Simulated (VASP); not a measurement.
Sn3Te:

```
CELL_PARAMETERS angstrom
4.86562 0.00000 0.00000
0.00000 4.86562 0.00000
0.00000 0.00000 4.86562
ATOMIC_POSITIONS crystal
Te 0.00000 0.00000 0.00000
Sn 0.00000 0.50000 0.50000
Sn 0.50000 0.00000 0.50000
Sn 0.50000 0.50000 0.00000
```

Base run:

```yaml
Program: VASP 6.6.1
Functional: PBE
Potentials_or_basis: VASP PAW PBE potentials, release 64 (Te, Sn_d)
Cutoff: 520 eV
k_mesh: 6 × 6 × 6
Occupations: fermi-dirac, width 0.05 eV
Spin: no spin polarisation
```

Its results: band gap on the k mesh zero (band 24 reaches 10.47 eV, above the bottom of band 25 at 7.29 eV); pressure 0.3 GPa.

Q: The run is repeated on the same cell with these changes: functional from PBE to PBEsol; k mesh from 6 × 6 × 6 to 4 × 4 × 4. What comes out?

A: Band gap on the k mesh zero (band 24 reaches 10.35 eV, above the bottom of band 25 at 7.11 eV); pressure -2.7 GPa.

Several settings changed at once, so the effect can't be laid on one alone.

Caveats: spin-orbit coupling is left out, which moves the levels of the heavy elements; the PAW data sets were made with another functional, which shifts forces and pressure a little (some runs).
